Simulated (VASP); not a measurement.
# HgTe (Coloradoite) (F-43m) in VASP: a series of runs

Runs on HgTe (Coloradoite). Level: r2SCAN+D3(BJ). Tasks: single point.

Program: VASP 6.6.1. These are calculated values, not measurements. Logs are shortened: lines on timing, memory, paths and dates and some standing lists are left out, and cuts for length are marked.

## Step 1: The cell of the first run

Symmetry: F-43m, No. 216, cubic system. Conventional cell: a = 6.064 Å, b = 6.064 Å, c = 6.064 Å, α = 90.00°, β = 90.00°, γ = 90.00°. Hg (site symmetry -43m) has 4 Te at 2.63 Å within 3.5 Å. Within 3.5 Å of Te (site symmetry -43m) lie 4 Hg at 2.63 Å.

## Step 2: Single point, r2SCAN+D3(BJ) (volume scaled by 0.800)

POSCAR reads:

```
HgTe
1.0
    0.0000000000      3.0318330098      3.0318330098
    3.0318330098      0.0000000000      3.0318330098
    3.0318330098      3.0318330098      0.0000000000
Hg Te
1 1
Direct
    0.0000000000      0.0000000000      0.0000000000
    0.2500000000      0.2500000000      0.2500000000
```

INCAR.step1 reads:

```
SYSTEM = HgTe
ALGO     = Normal         ! electronic algorithm
EDIFF    = 1E-4           ! SCF threshold, eV
ENCUT    = 520            ! plane-wave cutoff, eV
GGA      = PE             ! functional
ISMEAR   = 0              ! smearing method
LASPH    = .TRUE.         ! aspherical terms in the spheres
LCHARG   = .FALSE.        ! write CHGCAR
LREAL    = .FALSE.        ! projectors in reciprocal space
LWAVE    = .TRUE.         ! write WAVECAR
NBANDS   = 16             ! bands
NELM     = 60             ! most SCF steps
PREC     = Accurate       ! precision mode
SIGMA    = 0.05           ! smearing width, eV
```

INCAR.step2 reads:

```
SYSTEM = HgTe
ALGO     = Normal         ! electronic algorithm
EDIFF    = 1E-6           ! SCF threshold, eV
ENCUT    = 520            ! plane-wave cutoff, eV
ISIF     = 2              ! what is computed and relaxed
ISMEAR   = 0              ! smearing method
ISTART   = 1            
IVDW     = 12             ! dispersion correction
LASPH    = .TRUE.         ! aspherical terms in the spheres
LCHARG   = .FALSE.        ! write CHGCAR
LMIXTAU  = .TRUE.       
LREAL    = .FALSE.        ! projectors in reciprocal space
LWAVE    = .FALSE.        ! write WAVECAR
METAGGA  = R2SCAN         ! meta-GGA
NBANDS   = 16             ! bands
NELM     = 60             ! most SCF steps
PREC     = Accurate       ! precision mode
SIGMA    = 0.05           ! smearing width, eV
VDW_A1   = 0.49484001   
VDW_A2   = 5.73083694   
VDW_S6   = 1.0          
VDW_S8   = 0.78981345
```

KPOINTS reads:

```
k-points
0
G
  10 10 10
  0 0 0
```

Potentials or basis: VASP PAW PBE potentials, release 64 (Hg, Te).

Launch:

```console
> cat potpaw_PBE.64/Hg/POTCAR potpaw_PBE.64/Te/POTCAR > POTCAR
> cp INCAR.step1 INCAR
> mpirun -np 1 vasp_std > vasp.out
> cp INCAR.step2 INCAR
> mpirun -np 1 vasp_std > vasp.out
```

OUTCAR:

```text
SYSTEM = HgTe
   EDIFF = 1E-6
   ENCUT = 520
   ISIF = 2
   ISMEAR = 0
   ISTART = 1
   IVDW = 12
   LASPH = .TRUE.
   LREAL = .FALSE.
   METAGGA = R2SCAN
   NELM = 60
   PREC = Accurate
 IVDW          = 12

 ion  position               nearest neighbor table
   1  0.000  0.000  0.000-   2 2.63   2 2.63   2 2.63   2 2.63
   2  0.250  0.250  0.250-   1 2.63   1 2.63   1 2.63   1 2.63

  LATTYP: Found a face centered cubic cell.
 ALAT       =     6.0636660196

  Lattice vectors:

 A1 = (   0.0000000000,   3.0318330098,   3.0318330098)
 A2 = (   3.0318330098,   0.0000000000,   3.0318330098)
 A3 = (   3.0318330098,   3.0318330098,   0.0000000000)

Analysis of symmetry for initial positions (statically):
=====================================================================
 Subroutine PRICEL returns:
 Original cell was already a primitive cell.

 Routine SETGRP: Setting up the symmetry group for a
 face centered cubic supercell.

 Subroutine GETGRP returns: Found 24 space group operations
 (whereof 24 operations were pure point group operations)
 out of a pool of 48 trial point group operations.

The static configuration has the point symmetry T_d .

Analysis of symmetry for dynamics (positions and initial velocities):
=====================================================================
 Subroutine PRICEL returns:
 Original cell was already a primitive cell.

 Routine SETGRP: Setting up the symmetry group for a
 face centered cubic supercell.

 Subroutine GETGRP returns: Found 24 space group operations
 (whereof 24 operations were pure point group operations)
 out of a pool of 48 trial point group operations.

The dynamic configuration has the point symmetry T_d .

 Subroutine INISYM returns: Found 24 space group operations
 (whereof 24 operations are pure point group operations),
 and found     1 'primitive' translations

----------------------------------------------------------------------------------------

                                     Primitive cell

  volume of cell :      55.7373

  direct lattice vectors                    reciprocal lattice vectors
     0.000000000  3.031833010  3.031833010    -0.164916735  0.164916735  0.164916735
     3.031833010  0.000000000  3.031833010     0.164916735 -0.164916735  0.164916735
     3.031833010  3.031833010  0.000000000     0.164916735  0.164916735 -0.164916735

  length of vectors
     4.287659361  4.287659361  4.287659361     0.285644163  0.285644163  0.285644163

  position of ions in fractional coordinates (direct lattice)
     0.000000000  0.000000000  0.000000000
     0.250000000  0.250000000  0.250000000

  ion indices of the primitive-cell ions
   primitive index   ion index
                 1           1
                 2           2

----------------------------------------------------------------------------------------

 KPOINTS: k-points

Automatic generation of k-mesh.
 Grid dimensions read from file:
 generate k-points for:   10   10   10

 Generating k-lattice:

  Cartesian coordinates                     Fractional coordinates (reciprocal lattice)
    -0.016491673  0.016491673  0.016491673     0.100000000  0.000000000  0.000000000
     0.016491673 -0.016491673  0.016491673     0.000000000  0.100000000  0.000000000
     0.016491673  0.016491673 -0.016491673     0.000000000  0.000000000  0.100000000

  Length of vectors
     0.028564416  0.028564416  0.028564416

  Shift w.r.t. Gamma in fractional coordinates (k-lattice)
     0.000000000  0.000000000  0.000000000

 Subroutine IBZKPT returns following result:
 ===========================================

 Found     47 irreducible k-points:

 Following reciprocal coordinates:
            Coordinates               Weight
  0.000000  0.000000  0.000000      1.000000
  0.100000  0.000000  0.000000      8.000000
  0.200000  0.000000  0.000000      8.000000
  0.300000  0.000000  0.000000      8.000000
  0.400000  0.000000  0.000000      8.000000
  0.500000  0.000000  0.000000      4.000000
[... 16 lines left out ...]
  0.300000  0.300000  0.000000      6.000000
  0.400000  0.300000  0.000000     24.000000
 [... further k-points ...]
   k-points           NKPTS =     47   k-points in BZ     NKDIM =     47   number of bands    NBANDS=     16
   number of dos      NEDOS =    301   number of ions     NIONS =      2
   total plane-waves  NPLWV =  32768
   dimension x,y,z NGX =    32 NGY =   32 NGZ =   32
   dimension x,y,z NGXF=    64 NGYF=   64 NGZF=   64
   ions per type =               1   1
   NGX,Y,Z   is equivalent  to a cutoff of  12.41, 12.41, 12.41 a.u.
   NGXF,Y,Z  is equivalent  to a cutoff of  24.81, 24.81, 24.81 a.u.
 SYSTEM =  HgTe
   PREC   = accura    normal or accurate (medium, high low for compatibility)
   ISTART =      1    job   : 0-new  1-cont  2-samecut
   ICHARG =      0    charge: 1-file 2-atom 10-const
   ISPIN  =      1    spin polarized calculation?
   LNONCOLLINEAR =      F non collinear calculations
   LSORBIT =      F    spin-orbit coupling
   LASPH  =      T    aspherical Exc in radial PAW
   ENCUT  =  520.0 eV  38.22 Ry    6.18 a.u.   7.97  7.97  7.97*2*pi/ulx,y,z
   NELM   =     60;   NELMIN=  2; NELMDL=  0     # of ELM steps
   EDIFF  = 0.1E-05   stopping-criterion for ELM
   LREAL  =      F    real-space projection
   EDIFFG = 0.1E-04   stopping-criterion for IOM
   NSW    =      0    number of steps for IOM
   IBRION =     -1    ionic relax: 0-MD 1-quasi-New 2-CG
   NFREE  =      0    steps in history (QN), initial steepest desc. (CG)
   ISIF   =      2    stress and relaxation
   ISYM   =      2    0-nonsym 1-usesym 2-fastsym
   POTIM  = 0.5000    time-step for ionic-motion
   TEBEG  =    0.0;   TEEND  =   0.0 temperature during run
   PSTRESS=    0.0 pullay stress
   NELECT =      18.0000    total number of electrons
   NUPDOWN=      -1.0000    fix difference up-down
   EMIN   =  10.00;   EMAX   =-10.00  energy-range for DOS
   EFERMI =   0.00;   METHOD = LEGACY
   ISMEAR =     0;   SIGMA  =   0.05  broadening in eV -4-tet -1-fermi 0-gaus
   EFERMI_NEDOS =   21; number of points for ismear=-14 and -15
   IALGO  =     38    algorithm
   IMIX   =      4    mixing-type and parameters
     AMIX     =   0.40;   BMIX     =  1.00
     AMIX_MAG =   1.60;   BMIX_MAG =  1.00
  volume/ion in A,a.u.               =      27.87       188.07
  Fermi-wavevector in a.u.,A,eV,Ry     =   1.123183  2.122507 17.164284  1.261539
  Thomas-Fermi vector in A             =   2.259847
   LORBIT       =      0    0 simple, 1 ext, 2 COOP (PROOUT), +10 PAW based schemes
   METAGGA = R2SCAN    functional components
   LHFCALC =     F    Hartree Fock is set to
   AEXX    =    0.0000 exact exchange contribution
   IVDW    =    12    specifies the selected vdW correction
   LEPSILON=     F    determine dielectric tensor
   LRPA    =     F    only Hartree local field effects (RPA)
 non-spin polarized calculation
 Gauss-broadening in eV      SIGMA  =   0.05
  energy-cutoff  :      520.00
  volume of cell :       55.74
 maximum number of plane-waves:      1524
   NGX = 15   NGY = 15   NGZ = 15

 number of electron      18.0000003 magnetization

 Free energy of the ion-electron system (eV)
  ---------------------------------------------------
  ext. energy  EPLUGINS =         0.00000000
  ---------------------------------------------------
  free energy    TOTEN  =       -74.48159194 eV

  energy without entropy =      -74.48157928  energy(sigma->0) =      -74.48158561

 E-fermi :   5.3008     XC(G=0): -10.2796

 val. band max:        5.2215722378   @ k =   0.0000   0.0000   0.0000
 cond. band min:       5.3637353868   @ k =   0.0000   0.0000   0.0000
 fundamental gap:      0.1421631490
 Fermi energy:         5.3008030264

 k-point     1 :       0.0000    0.0000    0.0000
  band No.  band energies     occupation
      1      -8.9051      2.00000
      2      -3.8339      2.00000
      3      -3.8339      2.00000
      4      -3.8339      2.00000
      5      -2.9801      2.00000
      6      -2.9801      2.00000
[... 8 lines left out ...]
     15      15.4323      0.00000
     16      15.4323      0.00000

 k-point     2 :       0.1000    0.0000    0.0000
  band No.  band energies     occupation
      1      -8.8299      2.00000
      2      -3.8192      2.00000
      3      -3.8117      2.00000
      4      -3.8117      2.00000
      5      -2.9833      2.00000
      6      -2.9833      2.00000
[... 8 lines left out ...]
     15      14.5025      0.00000
     16      14.5025      0.00000

 k-point     3 :       0.2000    0.0000    0.0000
  band No.  band energies     occupation
      1      -8.6248      2.00000
      2      -3.7561      2.00000
      3      -3.7561      2.00000
      4      -3.7463      2.00000
      5      -2.9867      2.00000
      6      -2.9867      2.00000
[... 8 lines left out ...]
     15      14.0613      0.00000
     16      14.0613      0.00000

 k-point     4 :       0.3000    0.0000    0.0000
  band No.  band energies     occupation
      1      -8.3539      2.00000
      2      -3.6948      2.00000
      3      -3.6948      2.00000
      4      -3.5358      2.00000
      5      -2.9779      2.00000
      6      -2.9779      2.00000
[... 8 lines left out ...]
     15      14.3426      0.00000
     16      14.3426      0.00000
[... 324 lines left out ...]
 k-point    22 :      -0.2000    0.2000    0.0000
  band No.  band energies     occupation
      1      -8.2590      2.00000
      2      -3.6613      2.00000
      3      -3.6480      2.00000
      4      -3.5228      2.00000
      5      -3.0235      2.00000
      6      -2.9248      2.00000
[... 8 lines left out ...]
     15      15.5127      0.00000
     16      15.7699      0.00000

 k-point    23 :       0.3000    0.3000    0.0000
  band No.  band energies     occupation
      1      -8.1605      2.00000
      2      -3.7856      2.00000
      3      -3.5021      2.00000
      4      -3.5021      2.00000
      5      -3.0013      2.00000
      6      -2.9146      2.00000
[... 8 lines left out ...]
     15      15.7836      0.00000
     16      17.3907      0.00000

 k-point    24 :       0.4000    0.3000    0.0000
  band No.  band energies     occupation
      1      -7.9714      2.00000
      2      -3.7154      2.00000
      3      -3.4293      2.00000
      4      -3.4064      2.00000
      5      -2.9051      2.00000
      6      -2.8733      2.00000
[... 8 lines left out ...]
     15      16.1340      0.00000
     16      17.5953      0.00000

 [... further k-points ...]

------------------------ aborting loop because EDIFF is reached ----------------------------------------

 Edisp (eV)   -0.42389

 E8    (eV) :    -0.1534

  FORCE on cell =-STRESS in cart. coord.  units (eV):
  Direction    XX          YY          ZZ          XY          YZ          ZX
  --------------------------------------------------------------------------------------
  -------------------------------------------------------------------------------------
  Total       5.87220     5.87220     5.87220    -0.00000     0.00000     0.00000
  in kB     168.79734   168.79734   168.79734    -0.00000     0.00000     0.00000
  external pressure =      168.80 kB  Pullay stress =        0.00 kB

 VOLUME and BASIS-vectors are now :
 -----------------------------------------------------------------------------
  energy-cutoff  :      520.00
  volume of cell :       55.74
      direct lattice vectors                 reciprocal lattice vectors
     0.000000000  3.031833010  3.031833010    -0.164916735  0.164916735  0.164916735
     3.031833010  0.000000000  3.031833010     0.164916735 -0.164916735  0.164916735
     3.031833010  3.031833010  0.000000000     0.164916735  0.164916735 -0.164916735

 POSITION                                       TOTAL-FORCE (eV/Angst)
 -----------------------------------------------------------------------------------
      0.00000      0.00000      0.00000        -0.000000      0.000000     -0.000000
      1.51592      1.51592      1.51592         0.000000     -0.000000      0.000000
 -----------------------------------------------------------------------------------
    total drift:                               -0.000000     -0.000000     -0.000000

  FREE ENERGIE OF THE ION-ELECTRON SYSTEM (eV)
  ---------------------------------------------------
  free  energy   TOTEN  =       -74.9054846239 eV

  energy  without entropy=      -74.9054719674  energy(sigma->0) =      -74.90547830
```

Wall time 85 s (1 thread of Intel Xeon 6975P-C, shared host); peak memory 0.22 GiB.

What came out:

```yaml
Free_energy: -74.9055 eV
Pressure: 16.9 GPa
Band_gap_on_the_k_mesh: 0.14 eV, direct
Dispersion_energy_per_atom: -0.212 eV
```

Caveat: the PAW data sets were made with another functional, which shifts forces and pressure a little; spin-orbit coupling is left out, which moves the levels of the heavy elements.

(Part 1 of 2 ends here.)
